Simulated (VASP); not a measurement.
A run of VASP 6.6.1 is set up as follows.

Contents of INCAR:

```
SYSTEM = PtS2
ALGO = Normal
EDIFF = 1E-7
ENCUT = 520
ISIF = 2
ISMEAR = -1
LASPH = .True.
LCHARG = .False.
LREAL = .False.
LWAVE = .False.
NBANDS = 18
NELM = 100
PREC = Accurate
SIGMA = 0.05
```

KPOINTS

```
k-points
0
Gamma
  9 9 5
  0 0 0
```

POSCAR

```
PtS2
1.0
    3.5194194177      0.0000000000      0.0000000000
   -1.7597097089      3.0479066223      0.0000000000
    0.0000000000      0.0000000000      5.0049815314
Pt S
1 2
Direct
    0.0000000000      0.0000000000      0.0000000000
    0.6666666667      0.3333333333      0.7730000000
    0.3333333333      0.6666666667      0.2270000000
```

Potentials or basis: VASP PAW LDA potentials, release 64 (Pt, S).

The run is started by

```bash
$ cat potpaw_LDA.64/Pt/POTCAR potpaw_LDA.64/S/POTCAR > POTCAR
$ mpirun -np 1 vasp_std > vasp.out
```

**Question.** Predict the band gap on the k mesh.

**Answer.** 0.93 eV, indirect (least direct gap 0.98 eV).

**Question.** What does it give for the largest force?

**Answer.** 1.122 eV/Å.

Stress tensor (GPa, compression positive):
```
7.64 0.00 0.00
0.00 7.64 0.00
0.00 0.00 5.67
```

Caveat: spin-orbit coupling is left out, which moves the levels of the heavy elements; forces of over 1 eV/Å act on the atoms, so gaps and moduli don't describe the material at rest. Expect the measured gap to be larger: semilocal functionals such as LDA lack the derivative discontinuity.
